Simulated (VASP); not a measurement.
Input of a VASP 6.6.1 run:

INCAR

```
SYSTEM = MnO2
PREC = Accurate ; ENCUT = 520
EDIFF = 1E-6 ; ISMEAR = -1
SIGMA = 0.03 ; LREAL = .False.
LASPH = .True. ; NELM = 150
ALGO = Normal ; ISIF = 2
LWAVE = .False. ; LCHARG = .True.
ISPIN = 2 ; MAGMOM = 4 0 0
LORBIT = 11 ; LMAXMIX = 4
LELF = .True. ; LVHAR = .True.
NBANDS = 24
```

KPOINTS

```
regular mesh
0
Gamma
  12 12 6
  0 0 0
```

Contents of POSCAR:

```
MnO2
1.0
    2.8565781804      0.0000000000      0.0000000000
   -1.4282890902      2.4738692722      0.0000000000
    0.0000000000      0.0000000000      4.6013740589
Mn O
1 2
Direct
    0.0000000000      0.0000000000      0.5000000000
    0.6666666667      0.3333333333      0.2937074300
    0.3333333333      0.6666666667      0.7062925700
```

Potentials or basis: VASP PAW LDA potentials, release 64 (Mn_pv, O).

The run is started by

```console
$ cat potpaw_LDA.64/Mn_pv/POTCAR potpaw_LDA.64/O/POTCAR > POTCAR
$ mpirun -np 1 vasp_std > vasp.out
```

Question: Estimate the site moments.

Answer: Mn +2.78; O +0.06 μB.

Question: Predict the net moment.

Answer: 3.00 μB per cell.

Question: What does it give for the pressure?

Answer: -7.9 GPa.

Question: Predict the band gap on the k mesh.

Answer: 0.32 eV, indirect (least direct gap 0.35 eV).

Stress tensor (GPa, compression positive):
```
-8.96  0.00  0.00
 0.00 -8.96  0.00
 0.00  0.00 -5.72
```

Caveat: a cell with one magnetic atom can't hold antiferromagnetic order, which such compounds often take. A k mesh can miss the band edges.
